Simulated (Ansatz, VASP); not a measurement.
## One calculation of HfC, two programs

The input INCAR:

```
  ALGO = Normal
  EDIFF = 1E-6
  ENCUT = 520
  ISIF = 2
  ISMEAR = -1
  LASPH = T
  LCHARG = F
  LREAL = F
  LWAVE = F
  NBANDS = 14
  NELM = 100
  PREC = Accurate
  SIGMA = 0.05
```

The input KPOINTS:

```
k-points
0
Gamma
  14 14 14
```

File POSCAR:

```
HfC
1.0
    0.0000000000      2.3324845805      2.3324845805
    2.3324845805      0.0000000000      2.3324845805
    2.3324845805      2.3324845805      0.0000000000
Hf C
1 1
Direct
    0.0000000000      0.0000000000      0.0000000000
    0.5000000000      0.5000000000      0.5000000000
```

Input for Ansatz:

```yaml
crystal:
  lattice:
    - [0.0, 2.3324845805, 2.3324845805]
    - [2.3324845805, 0.0, 2.3324845805]
    - [2.3324845805, 2.3324845805, 0.0]
  atoms:
    - { symbol: Hf, position: [0.0, 0.0, 0.0] }
    - { symbol: C, position: [0.5, 0.5, 0.5] }
kpoints:
  mp_grid: { grid: [14, 14, 14] }
scf:
  occupations: { method: fermi_dirac, width: 0.05 }
hamiltonian:
  xc: lda
  pseudopotentials: { kind: all_electron, lapw: { basis_error: 0.0005 } }
output:
  forces: true
  stress: true
  eigenvalues: true
```

Change from the starting cell: volume scaled by 1.02.

Alike in both runs: task single point; functional LDA; k mesh 14 × 14 × 14; occupations fermi-dirac, width 0.05 eV; no spin polarisation.

|  | VASP | Ansatz |
| --- | --- | --- |
| version | VASP 6.6.1 | Ansatz 0.2.0 |
| potentials or method | VASP PAW LDA potentials, release 64 (Hf_pv, C), cutoff 520 eV | all-electron LAPW, scalar-relativistic |

Ansatz gave:

| Item | Value |
| --- | --- |
| pressure (GPa) | -13.9 |

What did VASP give for the same quantities?

Pressure (GPa): -13.7.

LDA's correlation is that of Perdew and Zunger in VASP and of Perdew and Wang (1992) in Ansatz. Ansatz ran all-electron here, and VASP with PAW potentials.

Neither program's run includes spin-orbit coupling.
